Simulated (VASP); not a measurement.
# Cu (Pm-3n) in VASP: a series of runs

The runs below take Cu through single point, relaxation of cell and atoms, with PBE.

Everything below comes from runs of VASP 6.6.1. Logs are shortened: lines on timing, memory, paths and dates and some standing lists are left out, and cuts for length are marked.

## Step 1: The cell of the first run

It takes space group Pm-3n (No. 223, cubic). Conventional cell: a = 4.615 Å, b = 4.615 Å, c = 4.615 Å, α = 90.00°, β = 90.00°, γ = 90.00°. Cu (site symmetry m-3) has 12 Cu at 2.58 Å within 3.4 Å. Cu (site symmetry -4m2) has 14 Cu at 2.31 to 2.83 Å within 3.0 Å.

## Step 2: Single point, PBE

INCAR

```
PREC = Accurate
ENCUT = 520
EDIFF = 1E-7
ISMEAR = -1
SIGMA = 0.1
LREAL = False
LASPH = True
NELM = 100
ALGO = Normal
ISIF = 2
LWAVE = False
LCHARG = False
GGA = PE
NBANDS = 54
```

KPOINTS

```
Automatic mesh
0
Gamma
  6 6 6
```

POSCAR

```
Cu
1.0
    4.6145940948      0.0000000000      0.0000000000
    0.0000000000      4.6145940948      0.0000000000
    0.0000000000      0.0000000000      4.6145940948
Cu
8
Direct
    1.0000000000      1.0000000000      0.0000000000
    0.5000000000      0.5000000000      0.5000000000
    0.2500000000      0.0000000000      0.5000000000
    0.7500000000      0.0000000000      0.5000000000
    0.5000000000      0.2500000000      1.0000000000
    0.5000000000      0.7500000000      0.0000000000
    0.0000000000      0.5000000000      0.2500000000
    0.0000000000      0.5000000000      0.7500000000
```

Potentials or basis: VASP PAW PBE potentials, release 64 (Cu).

Command:

```
$ cat potpaw_PBE.64/Cu/POTCAR > POTCAR
$ mpirun -np 1 vasp_std > vasp.out
```

OUTCAR:

```text
PREC = Accurate
   ENCUT = 520
   EDIFF = 1E-7
   ISMEAR = -1
   LREAL = False
   LASPH = True
   NELM = 100
   ISIF = 2
   GGA = PE

 ion  position               nearest neighbor table
   1  0.000  0.000  0.000-   3 2.58   4 2.58   5 2.58   6 2.58   7 2.58   8 2.58   3 2.58   4 2.58
                             7 2.58   8 2.58   5 2.58   6 2.58
   2  0.500  0.500  0.500-   3 2.58   4 2.58   5 2.58   6 2.58   7 2.58   8 2.58   5 2.58   6 2.58
                             3 2.58   4 2.58   7 2.58   8 2.58
   3  0.250  0.000  0.500-   4 2.31   4 2.31   1 2.58   1 2.58   2 2.58   2 2.58
   4  0.750  0.000  0.500-   3 2.31   3 2.31   1 2.58   1 2.58   2 2.58   2 2.58
   5  0.500  0.250  0.000-   6 2.31   6 2.31   1 2.58   2 2.58   2 2.58   1 2.58
   6  0.500  0.750  0.000-   5 2.31   5 2.31   1 2.58   2 2.58   2 2.58   1 2.58
   7  0.000  0.500  0.250-   8 2.31   8 2.31   1 2.58   2 2.58   1 2.58   2 2.58
   8  0.000  0.500  0.750-   7 2.31   7 2.31   1 2.58   2 2.58   1 2.58   2 2.58

  LATTYP: Found a simple cubic cell.
 ALAT       =     4.6145940948

  Lattice vectors:

 A1 = (   4.6145940948,   0.0000000000,   0.0000000000)
 A2 = (   0.0000000000,   4.6145940948,   0.0000000000)
 A3 = (   0.0000000000,   0.0000000000,   4.6145940948)

Analysis of symmetry for initial positions (statically):
=====================================================================
 Subroutine PRICEL returns:
 Original cell was already a primitive cell.

 Routine SETGRP: Setting up the symmetry group for a
 simple cubic supercell.

 Subroutine GETGRP returns: Found 48 space group operations
 (whereof 24 operations were pure point group operations)
 out of a pool of 48 trial point group operations.

The static configuration has the point symmetry T_h .
 The point group associated with its full space group is O_h .

Analysis of symmetry for dynamics (positions and initial velocities):
=====================================================================
 Subroutine PRICEL returns:
 Original cell was already a primitive cell.

 Routine SETGRP: Setting up the symmetry group for a
 simple cubic supercell.

 Subroutine GETGRP returns: Found 48 space group operations
 (whereof 24 operations were pure point group operations)
 out of a pool of 48 trial point group operations.

The dynamic configuration has the point symmetry T_h .
 The point group associated with its full space group is O_h .

[... 108 lines left out ...]
   NSW    =      0    number of steps for IOM
   IBRION =     -1    ionic relax: 0-MD 1-quasi-New 2-CG
   NFREE  =      0    steps in history (QN), initial steepest desc. (CG)
   ISIF   =      2    stress and relaxation
   ISYM   =      2    0-nonsym 1-usesym 2-fastsym
   POTIM  = 0.5000    time-step for ionic-motion
   TEBEG  =    0.0;   TEEND  =   0.0 temperature during run
   PSTRESS=    0.0 pullay stress
   NELECT =      88.0000    total number of electrons
   NUPDOWN=      -1.0000    fix difference up-down
   EMIN   =  10.00;   EMAX   =-10.00  energy-range for DOS
   EFERMI =   0.00;   METHOD = LEGACY
   ISMEAR =    -1;   SIGMA  =   0.10  broadening in eV -4-tet -1-fermi 0-gaus
   EFERMI_NEDOS =   21; number of points for ismear=-14 and -15
   IALGO  =     38    algorithm
   IMIX   =      4    mixing-type and parameters
     AMIX     =   0.40;   BMIX     =  1.00
     AMIX_MAG =   1.60;   BMIX_MAG =  1.00
  volume/ion in A,a.u.               =      12.28        82.89
  Fermi-wavevector in a.u.,A,eV,Ry     =   1.577983  2.981955 33.878903  2.490029
  Thomas-Fermi vector in A             =   2.678582
   LORBIT       =      0    0 simple, 1 ext, 2 COOP (PROOUT), +10 PAW based schemes
   GGA     = PE    functional components
   LHFCALC =     F    Hartree Fock is set to
   AEXX    =    0.0000 exact exchange contribution
   IVDW    =     0    specifies the selected vdW correction
   LEPSILON=     F    determine dielectric tensor
   LRPA    =     F    only Hartree local field effects (RPA)
 non-spin polarized calculation
  energy-cutoff  :      520.00
  volume of cell :       98.27
 maximum number of plane-waves:      2680
 NGX is ok and might be reduce to    36
   NGX = 17   NGY = 17   NGZ = 17

 number of electron      87.9999750 magnetization

 Free energy of the ion-electron system (eV)
  ---------------------------------------------------
  ext. energy  EPLUGINS =         0.00000000
  ---------------------------------------------------
  free energy    TOTEN  =       -29.06669172 eV

  energy without entropy =      -28.96915690  energy(sigma->0) =      -29.01792431

 E-fermi :   7.1698     XC(G=0): -12.4878

 val. band max:        7.1128587350   @ k =   0.5000   0.1667   0.1667
 cond. band min:       7.1859318060   @ k =   0.1667   0.0000   0.0000
 fundamental gap:      0.0730730710
 Fermi energy:         7.1698353283

 k-point     1 :       0.0000    0.0000    0.0000
  band No.  band energies     occupation
      1      -1.9447      2.00000
      2       2.1119      2.00000
      3       2.1119      2.00000
      4       2.5864      2.00000
      5       3.0934      2.00000
      6       3.0934      2.00000
[... 1129 lines left out ...]
     53      19.2635      0.00000
     54      19.2739      0.00000

------------------------ aborting loop because EDIFF is reached ----------------------------------------

  FORCE on cell =-STRESS in cart. coord.  units (eV):
  Direction    XX          YY          ZZ          XY          YZ          ZX
  --------------------------------------------------------------------------------------
  -------------------------------------------------------------------------------------
  Total        0.3244619      0.3244619      0.3244619     -0.0000000      0.0000000      0.0000000
  in kB        5.2902208      5.2902208      5.2902208     -0.0000000      0.0000000      0.0000000
  external PRESSURE =       5.2902208 kB  Pullay stress =       0.0000000 kB

 VOLUME and BASIS-vectors are now :
 -----------------------------------------------------------------------------
  energy-cutoff  :      520.00
  volume of cell :       98.27
      direct lattice vectors                 reciprocal lattice vectors
     4.614594095  0.000000000  0.000000000     0.216703784  0.000000000  0.000000000
     0.000000000  4.614594095  0.000000000     0.000000000  0.216703784  0.000000000
     0.000000000  0.000000000  4.614594095     0.000000000  0.000000000  0.216703784

 POSITION                                       TOTAL-FORCE (eV/Angst)
 -----------------------------------------------------------------------------------
      0.00000      0.00000      0.00000         0.000000      0.000000      0.000000
      2.30730      2.30730      2.30730         0.000000      0.000000      0.000000
      1.15365      0.00000      2.30730         0.000000      0.000000     -0.000000
      3.46095      0.00000      2.30730        -0.000000     -0.000000     -0.000000
      2.30730      1.15365      0.00000        -0.000000      0.000000      0.000000
      2.30730      3.46095      0.00000        -0.000000      0.000000     -0.000000
      0.00000      2.30730      1.15365         0.000000     -0.000000      0.000000
      0.00000      2.30730      3.46095        -0.000000     -0.000000      0.000000
 -----------------------------------------------------------------------------------
    total drift:                                0.000000      0.000000     -0.000000

  FREE ENERGIE OF THE ION-ELECTRON SYSTEM (eV)
  ---------------------------------------------------
  free  energy   TOTEN  =       -29.0666917227 eV

  energy  without entropy=      -28.9691569013  energy(sigma->0) =      -29.01792431
```

Run time: 99 s. Hardware: 1 thread of Intel Xeon 6975P-C, shared host; peak memory 0.24 GiB.

What came out:

| Item | Value |
| --- | --- |
| Free energy | -29.0667 eV |
| Pressure | 0.5 GPa |
| Band gap on the k mesh | zero (band 44 reaches 7.94 eV, above the bottom of band 45 at 6.16 eV) |

## Step 3: Single point, PBE

Changes to INCAR since step 2:

```diff
@@ -2,3 +2,3 @@
 ENCUT = 520
-EDIFF = 1E-7
+EDIFF = 1E-6
 ISMEAR = -1
@@ -7,3 +7,3 @@
 LASPH = True
-NELM = 100
+NELM = 80
 ALGO = Normal
```

KPOINTS

```
regular mesh
0
Gamma
  7 7 7
```

POSCAR is that of step 2.

Potentials or basis: VASP PAW PBE potentials, release 64 (Cu).

Command:

```
$ cat potpaw_PBE.64/Cu/POTCAR > POTCAR
$ mpirun -np 1 vasp_std > vasp.out
```

It took 2.4 min on 1 thread of Intel Xeon 6975P-C, shared host; peak memory 0.24 GiB.

It converged, with:

```yaml
Free_energy: -29.0842 eV
Pressure: 0.6 GPa
Band_gap_on_the_k_mesh: zero (band 44 reaches 7.86 eV, above the bottom of band 45 at 6.57 eV)
```

Levels at points of the mesh, in eV from the Fermi level:
| k point | band 41 | band 42 | band 43 | band 44 | band 45 | band 46 | band 47 | band 48 |
| --- | --- | --- | --- | --- | --- | --- | --- | --- |
| (0.00, 0.00, 0.00) | -1.64 | -0.14 | -0.14 | -0.14 | 1.01 | 1.01 | 1.16 | 6.27 |

## Step 4: Relaxation of cell and atoms, PBE

This run uses another cell than the first one, of 11.81 Å³/atom, 0.961 times its volume.

INCAR

```
SYSTEM = Cu
PREC = Accurate
ENCUT = 600
EDIFF = 1E-7
ISMEAR = -1
SIGMA = 0.1
LREAL = .False.
LASPH = .True.
NELM = 80
ALGO = Normal
ISIF = 3
LWAVE = .False.
LCHARG = .False.
GGA = PE
IBRION = 2
NSW = 80
EDIFFG = -0.01
```

KPOINTS

```
Automatic mesh
0
Gamma
  6 6 6
  0 0 0
```

POSCAR

```
Cu
1.0
    4.5545641985      0.0000000000      0.0000000000
    0.0000000000      4.5545641985      0.0000000000
    0.0000000000      0.0000000000      4.5545641985
Cu
8
Direct
    0.0000000000      0.0000000000      0.0000000000
    0.5000000000      0.5000000000      0.5000000000
    0.2500000000      0.0000000000      0.5000000000
    0.7500000000      0.0000000000      0.5000000000
    0.5000000000      0.2500000000      0.0000000000
    0.5000000000      0.7500000000      0.0000000000
    0.0000000000      0.5000000000      0.2500000000
    0.0000000000      0.5000000000      0.7500000000
```

Potentials or basis: VASP PAW PBE potentials, release 64 (Cu).

Command:

```
$ cat potpaw_PBE.64/Cu/POTCAR > POTCAR
$ mpirun -np 1 vasp_std > vasp.out
```

OUTCAR:

```text
SYSTEM = Cu
   PREC = Accurate
   ENCUT = 600
   EDIFF = 1E-7
   ISMEAR = -1
   LREAL = .False.
   LASPH = .True.
   NELM = 80
   ISIF = 3
   GGA = PE
   IBRION = 2
   NSW = 80
   EDIFFG = -0.01

 ion  position               nearest neighbor table
   1  0.000  0.000  0.000-   3 2.55   4 2.55   5 2.55   6 2.55   7 2.55   8 2.55   3 2.55   4 2.55
                             7 2.55   8 2.55   5 2.55   6 2.55
   2  0.500  0.500  0.500-   3 2.55   4 2.55   5 2.55   6 2.55   7 2.55   8 2.55   5 2.55   6 2.55
                             3 2.55   4 2.55   7 2.55   8 2.55
   3  0.250  0.000  0.500-   4 2.28   4 2.28   1 2.55   1 2.55   2 2.55   2 2.55   8 2.79   5 2.79
                             5 2.79   6 2.79   6 2.79   7 2.79   8 2.79   7 2.79
   4  0.750  0.000  0.500-   3 2.28   3 2.28   1 2.55   1 2.55   2 2.55   2 2.55   8 2.79   5 2.79
                             5 2.79   6 2.79   6 2.79   7 2.79   8 2.79   7 2.79
   5  0.500  0.250  0.000-   6 2.28   6 2.28   1 2.55   2 2.55   2 2.55   1 2.55   8 2.79   4 2.79
                             3 2.79   4 2.79   3 2.79   7 2.79   7 2.79   8 2.79
   6  0.500  0.750  0.000-   5 2.28   5 2.28   1 2.55   2 2.55   2 2.55   1 2.55   8 2.79   4 2.79
[... 208 lines left out ...]
  external PRESSURE =      62.2982219 kB  Pullay stress =       0.0000000 kB
[... 71 lines left out ...]
--------------------------------------- Ionic step        3  -------------------------------------------

 number of electron      87.9999751 magnetization

 Free energy of the ion-electron system (eV)
  ---------------------------------------------------
  ext. energy  EPLUGINS =         0.00000000
  ---------------------------------------------------
  free energy    TOTEN  =       -29.06737498 eV

  energy without entropy =      -28.96975479  energy(sigma->0) =      -29.01856489

 E-fermi :   7.1158     XC(G=0): -12.4622

 val. band max:        7.0588413082   @ k =   0.5000   0.1667   0.1667
 cond. band min:       7.1334237903   @ k =   0.1667   0.0000   0.0000
 fundamental gap:      0.0745824822
 Fermi energy:         7.1157908075

 k-point     1 :       0.0000    0.0000    0.0000
  band No.  band energies     occupation
      1      -1.9650      2.00000
      2       2.0821      2.00000
      3       2.0821      2.00000
      4       2.5543      2.00000
      5       3.0610      2.00000
      6       3.0610      2.00000
[... 1124 lines left out ...]
  FREE ENERGIE OF THE ION-ELECTRON SYSTEM (eV)
  ---------------------------------------------------
  free  energy   TOTEN  =       -29.0673749813 eV

  energy  without entropy=      -28.9697547912  energy(sigma->0) =      -29.01856489

 reached required accuracy - stopping structural energy minimisation
```

OSZICAR:

```text
N       E                     dE             d eps       ncg     rms          rms(c)
DAV:   1     0.858406761984E+03    0.85841E+03   -0.41950E+04  2120   0.339E+03
DAV:   2     0.901133217877E+02   -0.76829E+03   -0.75141E+03  2080   0.566E+02
[... 38 lines left out ...]
DAV:   6    -0.290673607968E+02    0.54924E-03   -0.34222E-03  2316   0.950E-01    0.240E-02
DAV:   7    -0.290673998480E+02   -0.39051E-04   -0.48644E-04  2180   0.220E-01    0.369E-02
DAV:   8    -0.290673789623E+02    0.20886E-04   -0.50010E-05  2168   0.103E-01    0.115E-02
DAV:   9    -0.290673752268E+02    0.37355E-05   -0.46969E-06  2420   0.200E-02    0.668E-03
DAV:  10    -0.290673748713E+02    0.35547E-06   -0.18827E-06  2148   0.211E-02    0.226E-03
DAV:  11    -0.290673750743E+02   -0.20299E-06   -0.10070E-06  2160   0.160E-02    0.119E-03
DAV:  12    -0.290673749813E+02    0.93034E-07   -0.11121E-07  1148   0.834E-03
   3 F= -.29067375E+02 E0= -.29018565E+02  d E =-.790456E-01
```

It took 5.2 min on 1 thread of Intel Xeon 6975P-C, shared host; peak memory 0.26 GiB.

What came out:

```
Free energy                            : -29.0674 eV
Relaxed volume                         : 12.34 Å³/atom
Relaxed cell                           : a = 4.622 Å, b = 4.622 Å, c = 4.622 Å, α = 90.00°, β = 90.00°, γ = 90.00°
Space group after relaxing (to 0.05 Å) : Pm-3n (No. 223)
Energy gained by relaxing              : 9.9 meV/atom
Ionic steps                            : 3
Pressure after relaxing                : 0.0 GPa
Band gap on the k mesh                 : zero (band 44 reaches 7.89 eV, above the bottom of band 45 at 6.11 eV)
```

The path:
| step | energy change (eV) | largest force (eV/Å) | pressure (GPa) | volume (Å³) |
| --- | --- | --- | --- | --- |
| 1 | 0.0000 | 0.0000 | 6.23 | 94.48 |
| 2 | -0.0602 | 0.0000 | -2.68 | 100.90 |
| 3 | -0.0790 | 0.0000 | -0.03 | 98.71 |

Final structure:
```
CELL_PARAMETERS angstrom
4.62152 0.00000 0.00000
0.00000 4.62152 0.00000
0.00000 0.00000 4.62152
ATOMIC_POSITIONS crystal
Cu 0.00000 0.00000 0.00000
Cu 0.50000 0.50000 0.50000
Cu 0.25000 0.00000 0.50000
Cu 0.75000 0.00000 0.50000
Cu 0.50000 0.25000 0.00000
Cu 0.50000 0.75000 0.00000
Cu 0.00000 0.50000 0.25000
Cu 0.00000 0.50000 0.75000
```

## Step 5: The runs side by side

| task | cell | k mesh | cutoff (eV) | gap on the mesh (eV) | pressure (GPa) |
| --- | --- | --- | --- | --- | --- |
| single point | a = 4.615 Å, 8 atoms | 6 × 6 × 6 | 520 | none | 0.5 |
| single point | a = 4.615 Å, 8 atoms | 7 × 7 × 7 | 520 | none | 0.6 |
| relaxation of cell and atoms | relaxed from a = 4.555 Å, 8 atoms | 6 × 6 × 6 | 600 | none | 0.0 |

Alike in all rows: level PBE; potentials or basis VASP PAW PBE potentials, release 64 (Cu); no spin polarisation; smearing fermi-dirac 0.1 eV.

Absolute energies hang on the potentials; compare differences alone.
